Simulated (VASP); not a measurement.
Crystal: AgI.

```
CELL_PARAMETERS angstrom
4.65074 0.00000 0.00000
-2.32537 4.02766 0.00000
0.00000 0.00000 7.59972
ATOMIC_POSITIONS crystal
Ag 0.66667 0.33333 0.62752
Ag 0.33333 0.66667 0.12752
I 0.66667 0.33333 0.00248
I 0.33333 0.66667 0.50248
```

Base run:

| Item | Value |
| --- | --- |
| Program | VASP 6.6.1 |
| Functional | r2SCAN |
| Potentials or basis | VASP PAW PBE potentials, release 64 (Ag, I) |
| Cutoff | 550 eV |
| k mesh | 6 × 6 × 4 |
| Occupations | gaussian, width 0.01 eV |
| Spin | no spin polarisation |

Its results: band gap on the k mesh 1.83 eV; pressure -0.1 GPa.

**Question.** The run is repeated on the same cell with these changes: functional from r2SCAN to PBE; cutoff from 550 eV to 500 eV. What comes out?

**Answer.** Band gap on the k mesh 1.37 eV; pressure 0.6 GPa.

Caveats: spin-orbit coupling is left out, which moves the levels of the heavy elements; the PAW data sets were made with another functional, which shifts forces and pressure a little (at least some runs).

